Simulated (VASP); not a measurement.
Wanted: the native input for a VASP 6.6.1 run.

- Task: single point
- Functional: PBE
- Potentials or basis: VASP PAW PBE potentials, release 64 (Zr_sv, W_sv, S)
- Cutoff: 520 eV
- k mesh: 8 × 8 × 8
- Occupations: gaussian, width 0.1 eV
- Spin: collinear spin
- Starting moments: [0.0, 4.03, 0.0, 0.0, 0.0] μB
- Dipole correction: no
- Further INCAR settings: ALGO = Normal; EDIFF = 1e-06; NBANDS = 34

The structure of ZrWS3 lies in POSCAR:

```
ZrWS3
1.0
    4.9172394432      0.0000000000      0.0000000000
    0.0000000000      4.9172394432      0.0000000000
    0.0000000000      0.0000000000      4.9172394432
Zr W S
1 1 3
Direct
    0.5000000000      0.5000000000      0.5000000000
    0.0000000000      0.0000000000      0.0000000000
    0.5000000000      0.5000000000      0.0000000000
    0.0000000000      0.5000000000      0.5000000000
    0.5000000000      0.0000000000      0.5000000000
```

These files were run (other wordings do the same):

INCAR

```
PREC = Accurate ; ENCUT = 520
EDIFF = 1E-6 ; ISMEAR = 0
SIGMA = 0.1 ; LREAL = False
LASPH = True ; NELM = 150
ALGO = Normal ; ISIF = 2
LWAVE = False ; LCHARG = False
ISPIN = 2 ; MAGMOM = 0 4.03 0 0 0
LORBIT = 11 ; LMAXMIX = 4
GGA = PE ; NBANDS = 34
```

KPOINTS

```
Automatic mesh
0
Gamma
  8 8 8
```

Potentials or basis: VASP PAW PBE potentials, release 64 (Zr_sv, W_sv, S).

Command:

```bash
$ cat potpaw_PBE.64/Zr_sv/POTCAR potpaw_PBE.64/W_sv/POTCAR potpaw_PBE.64/S/POTCAR > POTCAR
$ mpirun -np 1 vasp_std > vasp.out
```

Results of the run:

```
Pressure                                              : 0.0 GPa
Band gap on the k mesh                                : zero (filled and empty bands overlap)
Net moment                                            : 4.00 μB per cell
Site moments                                          : Zr +0.08; W +3.21; S -0.10 μB
Valence electrons inside the program's atomic spheres : Zr 9.78; W 11.49; S 3.74
```

Caveat: spin-orbit coupling is left out, which moves the levels of the heavy elements.

Wall time 3 min on 1 thread of AMD EPYC 9R45 96-Core Processor (Zen 5), with other jobs on the host, peak memory 0.4 GiB.
